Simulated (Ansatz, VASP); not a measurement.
SnO2 in VASP and in Ansatz

```
Sn O
1.0
     4.78800    0.00000    0.00000
     0.00000    4.86658    0.00000
     0.00000    0.00000    3.24090
Sn O
2 4
Direct
  0.50000 0.50000 0.50000
  0.00000 0.00000 0.00000
  0.29185 0.32104 0.00000
  0.79185 0.17896 0.50000
  0.20814 0.82104 0.50000
  0.70815 0.67896 0.00000
```

Alike in both runs: task relaxation of cell and atoms; functional r2SCAN; dispersion D4; k mesh 6 × 4 × 6; no spin polarisation.

|  | VASP | Ansatz |
| --- | --- | --- |
| version | VASP 6.6.1 | Ansatz 0.2.0 |
| potentials or method | VASP PAW PBE potentials, release 64 (Sn_d, O) | plane waves, PAW |
| plane-wave cutoff (eV) | 600 | 500 |
| occupations | gaussian, width 0.01 eV | fixed |
| valence electrons in the cell | 52 | 52 |

Ansatz gave:

```
relaxed volume (Å³/atom)                                                      : 12.01
relaxed length of the cell vector where the two differ most in proportion (Å) : 3.197
```

Which values does VASP return?

Relaxed volume (Å³/atom): 12.05; relaxed length of the cell vector where the two differ most in proportion (Å): 3.207.

VASP's potentials were made for PBE, not for r2SCAN.
